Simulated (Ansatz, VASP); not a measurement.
## SiNi2: VASP beside Ansatz

```xyz
6
Lattice="3.9119 0.0000 0.0000 -1.9560 3.3878 0.0000 0.0000 0.0000 4.9915" Properties=species:S:1:pos:R:3 pbc="T T T"
Si    0.0000    2.2586    3.7436
Si    1.9560    1.1293    1.2479
Ni    0.0000    0.0000    0.0000
Ni    0.0000    0.0000    2.4957
Ni    0.0000    2.2586    1.2479
Ni    1.9560    1.1293    3.7436
```

Alike in both runs: task relaxation of cell and atoms; functional PBEsol; k mesh 12 × 12 × 8; occupations gaussian, width 0.1 eV; no spin polarisation.

|  | VASP | Ansatz |
| --- | --- | --- |
| version | VASP 6.6.1 | Ansatz 0.2.0 |
| potentials or method | VASP PAW PBE potentials, release 64 (Si, Ni), cutoff 600 eV | scalar-relativistic, plane waves, PAW |
| valence electrons in the cell | 48 | 80 |

|  | VASP | Ansatz | Ansatz less VASP |
| --- | --- | --- | --- |
| gap on the k mesh at the Fermi level, each at its own relaxed structure (eV) | none | none | - |
| relaxed volume (Å³/atom) | 10.63 | 10.62 | -0.007 |
| relaxed length of the cell vector where the two differ most in proportion (Å) | 3.870 | 3.869 | -0.0018 |

VASP's potentials were made for PBE, not for PBEsol. A gap of «none» marks a metal or a gap that the smearing closes. VASP's potentials hold 48 valence electrons a cell and Ansatz's 80, so a difference there can come from the potentials and not from the codes.
